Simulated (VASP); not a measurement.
Ti2SnS: single point with PBE

Crystal: Ti2SnS.

```xyz
4
Lattice="3.1837 0.0000 0.0000 -1.5919 2.7572 0.0000 0.0000 0.0000 10.1122" Properties=species:S:1:pos:R:3 pbc="T T T"
Ti    0.0000    0.0000    2.2082
Ti    0.0000    0.0000    7.9040
Sn    0.0000    0.0000    5.0561
S     0.0000    0.0000    0.0000
```

The cell was generated, and may not be a known phase.

```json
{"Program": "VASP 6.6.1", "Task": "single point", "Functional": "PBE", "Potentials or basis": "VASP PAW PBE potentials, release 64 (Ti_sv, Sn_d, S)", "Cutoff": "500 eV", "k mesh": "18 × 18 × 6", "Occupations": "gaussian, width 0.1 eV", "Spin": "no spin polarisation", "Dipole correction": "no", "Further INCAR settings": "ALGO = Normal; EDIFF = 1e-06; NBANDS = 30"}
```

- Pressure: 0.0 GPa
- Band gap on the k mesh: zero (bands 22 and 23 overlap by 1.11 eV)

Stress tensor (GPa, compression positive):
```
-0.06  0.00  0.00
 0.00 -0.06  0.00
 0.00  0.00  0.01
```

Levels at points of the mesh, in eV from the Fermi level:
```tsv
k point	band 18	band 19	band 20	band 21	band 22	band 23	band 24	band 25	band 26	band 27
(0.00, 0.00, 0.00)	-2.68	-1.72	-0.01	-0.01	0.78	0.78	0.80	0.80	1.61	1.65
(0.50, 0.00, 0.00)	-3.78	-1.13	-1.08	-1.03	-0.64	0.16	0.88	1.09	1.28	2.19
(0.00, 0.00, 0.50)	-2.30	-1.80	0.00	0.00	0.78	0.78	0.80	0.80	1.61	1.61
(0.50, 0.00, 0.50)	-3.43	-1.35	-1.02	-1.00	-0.46	-0.16	-0.13	1.16	1.88	2.48
```

Run time: 12 min on 1 thread of Oxide Virtual Turin-like Processor, with other jobs on the host, peak memory 0.43 GiB.

Caveat: spin-orbit coupling is left out, which moves the levels of the heavy elements.
